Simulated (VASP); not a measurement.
Input of a VASP 6.6.1 run:

File INCAR:

```
  PREC = Accurate
  ENCUT = 520
  EDIFF = 1E-6
  ISMEAR = 0
  SIGMA = 0.014
  LREAL = F
  LASPH = T
  NELM = 60
  ALGO = Normal
  ISIF = 2
  LWAVE = F
  LCHARG = F
  GGA = PE
  NBANDS = 24
```

Contents of KPOINTS:

```
Automatic mesh
0
Gamma
  10 10 5
```

Contents of POSCAR:

```
TaN
1.0
    2.9217699809      0.0000000000      0.0000000000
   -1.4608849905      2.5303270275      0.0000000000
    0.0000000000      0.0000000000      5.9165150000
Ta N
2 2
Direct
    0.0000000000      0.0000000000      0.5000000000
    0.0000000000      0.0000000000      0.0000000000
    0.3333333333      0.6666666667      0.2500000000
    0.6666666667      0.3333333333      0.7500000000
```

Potentials or basis: VASP PAW PBE potentials, release 64 (Ta_pv, N).

Command:

```console
$ cat potpaw_PBE.64/Ta_pv/POTCAR potpaw_PBE.64/N/POTCAR > POTCAR
$ mpirun -np 1 vasp_std > vasp.out
```

Problem. Estimate the pressure.

Solution. -0.4 GPa.

Problem. Predict the band gap on the k mesh.

Solution. Zero (band 16 reaches 8.71 eV, above the bottom of band 17 at 7.89 eV).

Stress tensor (GPa, compression positive):
```
-0.46  0.00  0.00
 0.00 -0.46  0.00
 0.00  0.00 -0.23
```

Caveat: spin-orbit coupling is left out, which moves the levels of the heavy elements.
